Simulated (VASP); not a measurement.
# MgS (Fm-3m) in VASP: vibrations by perturbation theory with LDA

Aim: the vibrations by perturbation theory of MgS with LDA.

Everything below comes from runs of VASP 6.6.1. Logs are shortened: lines on timing, memory, paths and dates and some standing lists are left out, and cuts for length are marked.

## Step 1: The cell of the first run

Symmetry: Fm-3m, No. 225, cubic system. The conventional cell has a = 5.130 Å, b = 5.130 Å, c = 5.130 Å, α = 90.00°, β = 90.00°, γ = 90.00°. Mg (site symmetry m-3m) has 6 S at 2.57 Å within 3.4 Å. Within 3.4 Å of S (site symmetry m-3m) lie 6 Mg at 2.57 Å.

## Step 2: Vibrations by perturbation theory, LDA

The input, INCAR:

```
SYSTEM = MgS
PREC = Accurate
ENCUT = 600
EDIFF = 1E-8
ISMEAR = 0
SIGMA = 0.01
LREAL = .FALSE.
LASPH = .TRUE.
NELM = 120
ALGO = Normal
ISIF = 2
LWAVE = .FALSE.
LCHARG = .FALSE.
GGA = CA
NBANDS = 11
IBRION = 8
NSW = 1
LEPSILON = .TRUE.
GGA_COMPAT = .FALSE.
```

The input, KPOINTS:

```
Automatic mesh
0
G
  6 6 6
  0 0 0
```

The input, POSCAR:

```
MgS
1.0
    0.0000000000      2.5651912562      2.5651912562
    2.5651912562      0.0000000000      2.5651912562
    2.5651912562      2.5651912562      0.0000000000
Mg S
1 1
Direct
    0.0000000000      0.0000000000      0.0000000000
    0.5000000000      0.5000000000      0.5000000000
```

Potentials or basis: VASP PAW LDA potentials, release 64 (Mg, S).

On the command line:

```sh
> cat potpaw_LDA.64/Mg/POTCAR potpaw_LDA.64/S/POTCAR > POTCAR
> mpirun -np 1 vasp_std > vasp.out
```

OUTCAR:

```text
SYSTEM = MgS
   PREC = Accurate
   ENCUT = 600
   EDIFF = 1E-8
   ISMEAR = 0
   LREAL = .FALSE.
   LASPH = .TRUE.
   NELM = 120
   ISIF = 2
   GGA = CA
   IBRION = 8
   NSW = 1
   LEPSILON = .TRUE.

 ion  position               nearest neighbor table
   1  0.000  0.000  0.000-   2 2.57   2 2.57   2 2.57   2 2.57   2 2.57   2 2.57
   2  0.500  0.500  0.500-   1 2.57   1 2.57   1 2.57   1 2.57   1 2.57   1 2.57

  LATTYP: Found a face centered cubic cell.
 ALAT       =     5.1303825124

  Lattice vectors:

 A1 = (   0.0000000000,   2.5651912562,   2.5651912562)
 A2 = (   2.5651912562,   0.0000000000,   2.5651912562)
 A3 = (   2.5651912562,   2.5651912562,   0.0000000000)

Analysis of symmetry for initial positions (statically):
=====================================================================
 Subroutine PRICEL returns:
 Original cell was already a primitive cell.

 Routine SETGRP: Setting up the symmetry group for a
 face centered cubic supercell.

 Subroutine GETGRP returns: Found 48 space group operations
 (whereof 48 operations were pure point group operations)
 out of a pool of 48 trial point group operations.

The static configuration has the point symmetry O_h .

Analysis of symmetry for dynamics (positions and initial velocities):
=====================================================================
 Subroutine PRICEL returns:
 Original cell was already a primitive cell.

 Routine SETGRP: Setting up the symmetry group for a
 face centered cubic supercell.

 Subroutine GETGRP returns: Found 48 space group operations
 (whereof 48 operations were pure point group operations)
 out of a pool of 48 trial point group operations.

The dynamic configuration has the point symmetry O_h .

 Subroutine INISYM returns: Found 48 space group operations
 (whereof 48 operations are pure point group operations),
 and found     1 'primitive' translations

----------------------------------------------------------------------------------------

                                     Primitive cell

  volume of cell :      33.7590

  direct lattice vectors                    reciprocal lattice vectors
     0.000000000  2.565191256  2.565191256    -0.194917240  0.194917240  0.194917240
     2.565191256  0.000000000  2.565191256     0.194917240 -0.194917240  0.194917240
     2.565191256  2.565191256  0.000000000     0.194917240  0.194917240 -0.194917240

  length of vectors
     3.627728265  3.627728265  3.627728265     0.337606563  0.337606563  0.337606563

  position of ions in fractional coordinates (direct lattice)
     0.000000000  0.000000000  0.000000000
     0.500000000  0.500000000  0.500000000

  ion indices of the primitive-cell ions
   primitive index   ion index
                 1           1
                 2           2

----------------------------------------------------------------------------------------

 KPOINTS: Automatic mesh

Automatic generation of k-mesh.
 Grid dimensions read from file:
[... 365 lines left out ...]
 ------------------------------------------------------

 Free energy of the ion-electron system (eV)
  ---------------------------------------------------
  ---------------------------------------------------
  free energy    TOTEN  =        -0.47892992 eV

  energy without entropy =       -0.47892992

------------------------ aborting loop because EDIFF is reached ----------------------------------------

--------------------------------------- Ionic step        2  -------------------------------------------

------------------------ aborting loop because EDIFF is reached ----------------------------------------

--------------------------------------- Ionic step        3  -------------------------------------------

------------------------ aborting loop because EDIFF is reached ----------------------------------------

 PIEZOELECTRIC TENSOR FIELD DIRECTION 3  (e Angst)
 -----------------------------------------------------------------------------
     0.00064  0.00000 -0.00000           (  0.00000  0.00000 -0.00000)
     0.00000  0.00064  0.00000           (  0.00000  0.00000  0.00000)
    -0.00000 -0.00000 -0.00230           ( -0.00000  0.00000 -0.00000)

 PIEZOELECTRIC TENSOR FIELD DIRECTION 3  (C/m^2)
 -----------------------------------------------------------------------------
     0.00031  0.00000 -0.00000
     0.00000  0.00031  0.00000
    -0.00000 -0.00000 -0.00109

--------------------------------------- Ionic step        4  -------------------------------------------

------------------------ aborting loop because EDIFF is reached ----------------------------------------

[... ionic steps 5 to 6 ...]

--------------------------------------- Ionic step        7  -------------------------------------------

 Free energy of the ion-electron system (eV)
  ---------------------------------------------------
  ---------------------------------------------------
  free energy    TOTEN  =        -0.10524363 eV

  energy without entropy =       -0.10524363

------------------------ aborting loop because EDIFF is reached ----------------------------------------

 INTERNAL STRAIN TENSOR  FOR ION    2  DIRECTION 1   (eV/Angst):
 -----------------------------------------------------------------------------
    -0.01634  0.00000  0.00000
    -0.00000  0.01571 -0.00000
     0.00000 -0.00000  0.01571

 MACROSCOPIC STATIC DIELECTRIC TENSOR (including local field effects in DFT)
 ------------------------------------------------------
           5.778599     0.000000    -0.000000
          -0.000000     5.778599    -0.000000
           0.000000    -0.000000     5.778599
 ------------------------------------------------------

 PIEZOELECTRIC TENSOR (including local field effects)  for field in x, y, z        (e  Angst)
          XX          YY          ZZ          XY          YZ          ZX
  --------------------------------------------------------------------------------
  x     0.00000     0.00000     0.00000     0.00000     0.00000     0.00000
  y     0.00000     0.00000     0.00000     0.00000     0.00000     0.00000
  z     0.00000     0.00000     0.00000     0.00000     0.00000     0.00000

 PIEZOELECTRIC TENSOR (including local field effects)  for field in x, y, z        (C/m^2)
          XX          YY          ZZ          XY          YZ          ZX
  --------------------------------------------------------------------------------
  x     0.00000     0.00000     0.00000     0.00000     0.00000     0.00000
  y     0.00000     0.00000     0.00000     0.00000     0.00000     0.00000
  z     0.00000     0.00000     0.00000     0.00000     0.00000     0.00000

 BORN EFFECTIVE CHARGES (including local field effects) (in |e|, cummulative output)
 ---------------------------------------------------------------------------------
 ion    1
    1     2.33261    -0.00000     0.00000
    2     0.00000     2.33261    -0.00000
    3     0.00000     0.00000     2.33261
 ion    2
    1    -2.33261     0.00000    -0.00000
    2    -0.00000    -2.33261     0.00000
    3    -0.00000    -0.00000    -2.33261

 INTERNAL STRAIN TENSOR FOR ION    2 for displacements in x,y,z  (eV/Angst):
          X           Y           Z          XY          YZ          ZX
  --------------------------------------------------------------------------------
  x     0.00000     0.00000     0.00000     0.00000     0.00000     0.00000
  y     0.00000     0.00000     0.00000     0.00000     0.00000     0.00000
  z     0.00000     0.00000     0.00000     0.00000     0.00000     0.00000

 SECOND DERIVATIVES (NOT SYMMETRIZED)
 ------------------------------------
               1X          1Y          1Z          2X          2Y          2Z
  1X    -3.216724    0.000000    0.000000    3.216724    0.000000    0.000000
  1Y     0.000000   -3.216724    0.000000    0.000000    3.216724    0.000000
  1Z     0.000000    0.000000   -3.216724    0.000000    0.000000    3.216724
  2X     3.218190    0.000000    0.000000   -3.218190    0.000000    0.000000
  2Y     0.000000    3.218190    0.000000    0.000000   -3.218190    0.000000
  2Z     0.000000    0.000000    3.218190    0.000000    0.000000   -3.218190

 Eigenvectors and eigenvalues of the dynamical matrix
 ----------------------------------------------------

   1 f  =    7.541504 THz    47.384666 2PiTHz  251.557490 cm-1    31.189140 meV
             X         Y         Z           dx          dy          dz
      0.000000  0.000000  0.000000     0.754140    0.000000    0.000000
      2.565191  2.565191  2.565191    -0.656714    0.000000    0.000000
[... 21 lines left out ...]
   6 f/i=    0.000850 THz     0.005343 2PiTHz    0.028367 cm-1     0.003517 meV
             X         Y         Z           dx          dy          dz
      0.000000  0.000000  0.000000     0.641362   -0.140128    0.017086
      2.565191  2.565191  2.565191     0.736511   -0.160916    0.019621

--------------------------------------------------------------------------------------------------------

 MACROSCOPIC STATIC DIELECTRIC TENSOR IONIC CONTRIBUTION
 ------------------------------------------------------
           9.064610    -0.000000     0.000000
          -0.000000     9.064610     0.000000
           0.000000     0.000000     9.064610
 ------------------------------------------------------

 ELASTIC MODULI CONTR FROM IONIC RELAXATION (kBar)
 Direction    XX          YY          ZZ          XY          YZ          ZX
 --------------------------------------------------------------------------------
 XX           0.0000      0.0000      0.0000      0.0000      0.0000      0.0000
 YY           0.0000      0.0000      0.0000      0.0000      0.0000      0.0000
 ZZ           0.0000      0.0000      0.0000      0.0000      0.0000      0.0000
 XY           0.0000      0.0000      0.0000      0.0000      0.0000      0.0000
 YZ           0.0000      0.0000      0.0000      0.0000      0.0000      0.0000
 ZX           0.0000      0.0000      0.0000      0.0000      0.0000      0.0000
 --------------------------------------------------------------------------------

 PIEZOELECTRIC TENSOR IONIC CONTR  for field in x, y, z        (C/m^2)
          XX          YY          ZZ          XY          YZ          ZX
  --------------------------------------------------------------------------------
  x     0.00000     0.00000     0.00000     0.00000     0.00000     0.00000
  y     0.00000     0.00000     0.00000     0.00000     0.00000     0.00000
  z     0.00000     0.00000     0.00000     0.00000     0.00000     0.00000
```

Run time: 2 min. Hardware: 1 thread of Intel Xeon Platinum 8488C (Sapphire Rapids), shared host; peak memory 0.19 GiB.

What came out:

```yaml
Electronic_dielectric_tensor_diagonal: 5.78
Born_charges_mean_of_the_diagonal: Mg +2.33; S -2.33 e
Highest_phonon_frequency_at_Γ_LO-TO_splitting_left_out: 252 cm⁻¹
```

Phonon frequencies in cm⁻¹ (negative: imaginary):
```csv
q point,frequencies
"(0.000, 0.000, 0.000)",0 0 0 252 252 252
```

Electronic dielectric tensor:
```
5.78 0.00 0.00
0.00 5.78 0.00
0.00 0.00 5.78
```

Born effective charge tensors (e):
atom 1, Mg
```
2.33 0.00 0.00
0.00 2.33 0.00
0.00 0.00 2.33
```
atom 2, S
```
-2.33  0.00  0.00
 0.00 -2.33  0.00
 0.00  0.00 -2.33
```
